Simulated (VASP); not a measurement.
Input of a VASP 6.6.1 run:

Contents of INCAR:

```
SYSTEM = W4N
ALGO     = Normal         ! electronic algorithm
EDIFF    = 1E-6           ! SCF threshold, eV
ENCUT    = 520            ! plane-wave cutoff, eV
GGA      = PE             ! functional
ISIF     = 2              ! what is computed and relaxed
ISMEAR   = 0              ! smearing method
LASPH    = .True.         ! aspherical terms in the spheres
LCHARG   = .False.        ! write CHGCAR
LREAL    = .False.        ! projectors in reciprocal space
LWAVE    = .False.        ! write WAVECAR
NBANDS   = 38             ! bands
NELM     = 100            ! most SCF steps
PREC     = Accurate       ! precision mode
SIGMA    = 0.1            ! smearing width, eV
```

The input KPOINTS:

```
k-points
0
Gamma
  10 10 10
  0 0 0
```

File POSCAR:

```
W4N
1.0
   -2.6616407595      2.6616407595      2.6616407595
    2.6616407595     -2.6616407595      2.6616407595
    2.6616407595      2.6616407595     -2.6616407595
W N
4 1
Direct
    0.5000000000      0.5000000000      0.5000000000
    0.5000000000      0.0000000000      0.0000000000
    0.0000000000      0.0000000000      0.5000000000
    0.0000000000      0.5000000000      0.0000000000
    0.0000000000      0.0000000000      0.0000000000
```

Potentials or basis: VASP PAW PBE potentials, release 64 (W_sv, N).

Run with:

```sh
$ cat potpaw_PBE.64/W_sv/POTCAR potpaw_PBE.64/N/POTCAR > POTCAR
$ mpirun -np 1 vasp_std > vasp.out
```

Q: Estimate the band gap on the k mesh.

A: Zero (an odd number of electrons rules out a gap without spin polarisation).

Q: Estimate the pressure.

A: 0.8 GPa.

Caveat: spin-orbit coupling is left out, which moves the levels of the heavy elements.
